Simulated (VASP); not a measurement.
AgCl: single point with HSE06

The system is AgCl.

```
Ag Cl
1.0
     0.00000    2.99325    2.99325
     2.99325    0.00000    2.99325
     2.99325    2.99325    0.00000
Ag Cl
1 1
Direct
  0.00000 0.00000 0.00000
  0.25000 0.25000 0.25000
```

```yaml
Program: VASP 6.6.1
Task: single point
Functional: HSE06
Potentials_or_basis: VASP PAW PBE potentials, release 64 (Ag, Cl)
Cutoff: 520 eV
k_mesh: 4 × 4 × 4
Occupations: gaussian, width 0.01 eV
Spin: no spin polarisation
Dipole_correction: no
Grid_for_exact_exchange_PRECFOCK: Normal
Further_INCAR_settings: ALGO = Normal; EDIFF = 1e-06; NBANDS = 16
Screening_parameter: 0.2079 1/Å
```

```yaml
Pressure: 1.0 GPa
Band_gap_on_the_k_mesh: 2.70 eV, direct
```

Levels at points of the mesh, in eV from the valence-band top:
| k point | band 7 | band 8 | band 9 | band 10 | band 11 | band 12 |
| --- | --- | --- | --- | --- | --- | --- |
| (0.00, 0.00, 0.00) | 0.00 | 0.00 | 0.00 | 2.70 | 9.69 | 9.69 |
| (0.50, 0.00, 0.00) | -2.38 | -0.63 | -0.63 | 5.33 | 8.20 | 10.02 |
| (0.50, 0.50, 0.00) | -1.96 | -1.54 | -1.54 | 6.14 | 7.16 | 10.14 |

It took 6.6 min on 1 thread of AMD EPYC 7R43 64-Core Processor (Zen 3) (shared host), peak memory 0.25 GiB.

Caveat: the k points lie up to 0.45 Å⁻¹ apart; the PAW data sets were made with another functional, which shifts forces and pressure a little.
